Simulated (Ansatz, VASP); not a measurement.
Two plane-wave programs on In4Sb3As

The input INCAR:

```
ALGO = Normal ; EDIFF = 1E-6
EDIFFG = -0.04 ; ENCUT = 600
GGA = PE ; IBRION = 2
ISIF = 3 ; ISMEAR = 0
LASPH = True ; LCHARG = False
LREAL = False ; LWAVE = False
NELM = 60 ; NSW = 90
PREC = Accurate ; SIGMA = 0.1
```

Contents of KPOINTS:

```
k-points
0
Gamma
  4 4 4
```

File POSCAR:

```
In4Sb3As
1.0
    6.0017366400      0.0000000000      0.0000000000
    0.0000000000      6.0017366400      0.0000000000
    0.0000000000      0.0000000000      6.0017366400
In Sb As
4 3 1
Direct
    0.2500000000      0.7500000000      0.2500000000
    0.2500000000      0.2500000000      0.7500000000
    0.7500000000      0.7500000000      0.7500000000
    0.7500000000      0.2500000000      0.2500000000
    0.0000000000      0.5000000000      0.5000000000
    0.5000000000      0.5000000000      0.0000000000
    0.5000000000      0.0000000000      0.5000000000
    0.0000000000      0.0000000000      0.0000000000
```

Input for Ansatz:

```yaml
crystal:
  lattice:
    - [6.00173664, 0.0, 0.0]
    - [0.0, 6.00173664, 0.0]
    - [0.0, 0.0, 6.00173664]
  atoms:
    - { symbol: In, position: [0.25, 0.75, 0.25] }
    - { symbol: In, position: [0.25, 0.25, 0.75] }
    - { symbol: In, position: [0.75, 0.75, 0.75] }
    - { symbol: In, position: [0.75, 0.25, 0.25] }
    - { symbol: Sb, position: [0.0, 0.5, 0.5] }
    - { symbol: Sb, position: [0.5, 0.5, 0.0] }
    - { symbol: Sb, position: [0.5, 0.0, 0.5] }
    - { symbol: As, position: [0.0, 0.0, 0.0] }
basis:
  ecutwfc: 420
kpoints:
  mp_grid: { grid: [4, 4, 4] }
hamiltonian:
  xc: pbe
scf:
  occupations: { method: gaussian, width: 0.1 }
  lower_state_search: "off"
output:
  forces: true
  stress: true
  eigenvalues: true
relax:
  adjacent_minimum: "off"
  f_tol: 0.04
  max_steps: 70
  cell: { stress_tol: 0.4 }
```

Alike in both runs: task relaxation of cell and atoms; functional PBE; k mesh 4 × 4 × 4; occupations gaussian, width 0.1 eV; no spin polarisation.

|  | VASP | Ansatz |
| --- | --- | --- |
| version | VASP 6.6.1 | Ansatz 0.2.0 |
| potentials or method | VASP PAW PBE potentials, release 64 (In_d, Sb, As), cutoff 600 eV | scalar-relativistic, plane waves, PAW |
| valence electrons in the cell | 72 | 112 |

|  | VASP | Ansatz | Ansatz less VASP |
| --- | --- | --- | --- |
| gap on the k mesh at the Fermi level, each at its own relaxed structure (eV) | none | none | - |
| relaxed volume (Å³/atom) | 34.82 | 34.51 | -0.306 |
| relaxed length of the cell vector where the two differ most in proportion (Å) | 6.531 | 6.512 | -0.0192 |

A gap of «none» marks a metal or a gap that the smearing closes. VASP's potentials hold 72 valence electrons a cell and Ansatz's 112, so a difference there can come from the potentials and not from the codes.

Neither program's run includes spin-orbit coupling. Noted on VASP's run: the volume moved by over 15 % at a fixed basis, so the end points are rough.
